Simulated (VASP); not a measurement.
A run of VASP 6.6.1:

INCAR

```
ALGO = Normal ; EDIFF = 1E-6
ENCUT = 500 ; GGA = PS
GGA_COMPAT = F ; ISIF = 2
ISMEAR = -1 ; LASPH = T
LCHARG = F ; LREAL = F
LWAVE = F ; NBANDS = 19
NELM = 120 ; PREC = Accurate
SIGMA = 0.05
```

The input KPOINTS:

```
k-points
0
Gamma
  9 9 4
```

POSCAR

```
Zn
1.0
    2.6345746427      0.0000000000      0.0000000000
   -1.3172873214      2.2816085688      0.0000000000
    0.0000000000      0.0000000000      4.6726443478
Zn
2
Direct
    0.3333333333      0.6666666667      0.2500000000
    0.6666666667      0.3333333333      0.7500000000
```

Potentials or basis: VASP PAW PBE potentials, release 64 (Zn).

Launch:

```bash
$ cat potpaw_PBE.64/Zn/POTCAR > POTCAR
$ mpirun -np 1 vasp_std > vasp.out
```

Hardware: 1 thread of Intel(R) Xeon(R) Platinum 8488C (Sapphire Rapids), with other jobs on the host.

Task: Estimate the wall time of this run.

Result: Run time: 11 s on 1 thread of Intel(R) Xeon(R) Platinum 8488C (Sapphire Rapids), on a shared host, peak memory 0.14 GiB. Counts: scf iterations 11, k points 36.
